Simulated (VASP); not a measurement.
Crystal: CuO.

```
Cu O
1.0
     2.32613   -1.69981    0.00000
     2.32613    1.69981    0.00000
    -0.84432    0.00000    5.02392
Cu O
2 2
Direct
  0.50000 0.00000 0.50000
  0.00000 0.50000 0.00000
  0.41840 0.58160 0.75000
  0.58160 0.41840 0.25000
```

Base run:

| Item | Value |
| --- | --- |
| Program | VASP 6.6.1 |
| Functional | revPBE |
| Potentials or basis | VASP PAW PBE potentials, release 64 (Cu_sv_GW, O) |
| Cutoff | 820 eV |
| k mesh | 10 × 10 × 5 |
| Occupations | fermi-dirac, width 0.05 eV |
| Spin | no spin polarisation |

Its results: band gap on the k mesh zero (bands 25 and 26 overlap by 0.60 eV); pressure 12.9 GPa; largest force 0.140 eV/Å.

Problem. The run is repeated on the same cell with these changes: functional from revPBE to LDA; potentials or basis from VASP PAW PBE potentials, release 64 (Cu_sv_GW, O) to VASP PAW LDA potentials, release 64 (Cu_sv_GW, O). What comes out?

Solution. Band gap on the k mesh zero (bands 25 and 26 overlap by 0.60 eV); pressure -6.4 GPa; largest force 0.383 eV/Å.

Caveats: semilocal functionals often make such compounds metallic where correlation or magnetic order opens a gap, which also shifts bond lengths; the cell stands under pressure (at least some runs); the PAW data sets were made with another functional, which shifts forces and pressure a little (at least some runs); the stress differs along the axes, from -9 to -3 GPa (at least some runs).
